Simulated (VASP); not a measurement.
**Pt: relaxation of cell and atoms with RPBE**

Crystal: Pt.

```xyz
2
Lattice="2.7740 0.0000 0.0000 -1.3870 2.4024 0.0000 0.0000 0.0000 4.5300" Properties=species:S:1:pos:R:3 pbc="T T T"
Pt    0.0000    1.6016    1.1325
Pt    1.3870    0.8008    3.3975
```

```
Program                : VASP 6.6.1
Task                   : relaxation of cell and atoms
Functional             : RPBE
Potentials or basis    : VASP PAW PBE potentials, release 64 (Pt)
Cutoff                 : 600 eV
k mesh                 : 13 × 13 × 7
Occupations            : fermi-dirac, width 0.1 eV
Spin                   : no spin polarisation
Dipole correction      : no
Further INCAR settings : ALGO = Normal; EDIFF = 1e-06; IBRION = 2; EDIFFG = -0.01; NSW = 80; ISIF = 3
```

```json
{
 "Relaxed volume": "16.02 Å³/atom",
 "Relaxed cell": "a = 2.781 Å, b = 2.781 Å, c = 4.782 Å, α = 90.00°, β = 90.00°, γ = 120.00°",
 "Space group after relaxing (to 0.05 Å)": "P6_3/mmc (No. 194)",
 "Energy gained by relaxing": "54.5 meV/atom",
 "Ionic steps": "9",
 "Pressure after relaxing": "0.0 GPa",
 "Band gap on the k mesh": "zero (band 10 reaches 10.58 eV, above the bottom of band 11 at 9.49 eV)"
}
```

The path:
| step | energy change (eV) | largest force (eV/Å) | pressure (GPa) | volume (Å³) |
| --- | --- | --- | --- | --- |
| 1 | 0.0000 | 0.0000 | 15.57 | 30.19 |
| 2 | 0.2968 | 0.0000 | -21.68 | 37.05 |
| 3 | -0.0919 | 0.0000 | -1.37 | 32.21 |
| 4 | -0.0922 | 0.0000 | -0.76 | 32.12 |
| 5 | -0.1061 | 0.0000 | -0.24 | 32.04 |
| 6 | -0.1089 | 0.0000 | 0.29 | 31.99 |
| 7 | -0.1089 | 0.0000 | 0.31 | 31.99 |
| 8 | -0.1088 | 0.0000 | -0.64 | 32.12 |
| 9 | -0.1089 | 0.0000 | 0.02 | 32.03 |

Final structure:
```yaml
crystal:
  lattice:
    - [2.78113, 0.00000, 0.00000]
    - [-1.39056, 2.40853, 0.00000]
    - [0.00000, 0.00000, 4.78193]
  atoms:
    - { symbol: Pt, position: [0.33333, 0.66667, 0.25000] }
    - { symbol: Pt, position: [0.66667, 0.33333, 0.75000] }
```

Levels at points of the mesh, in eV from the Fermi level:
| k point | band 6 | band 7 | band 8 | band 9 | band 10 | band 11 | band 12 | band 13 | band 14 |
| --- | --- | --- | --- | --- | --- | --- | --- | --- | --- |
| (0.00, 0.00, 0.00) | -2.96 | -2.96 | -1.83 | -1.83 | -0.57 | -0.24 | -0.24 | 4.72 | 15.07 |

Run time: 94 s on 1 thread of AMD EPYC 9R45 96-Core Processor (Zen 5), on a shared host, peak memory 0.16 GiB.

Caveat: the PAW data sets were made with another functional, which shifts forces and pressure a little; spin-orbit coupling is left out, which moves the levels of the heavy elements.
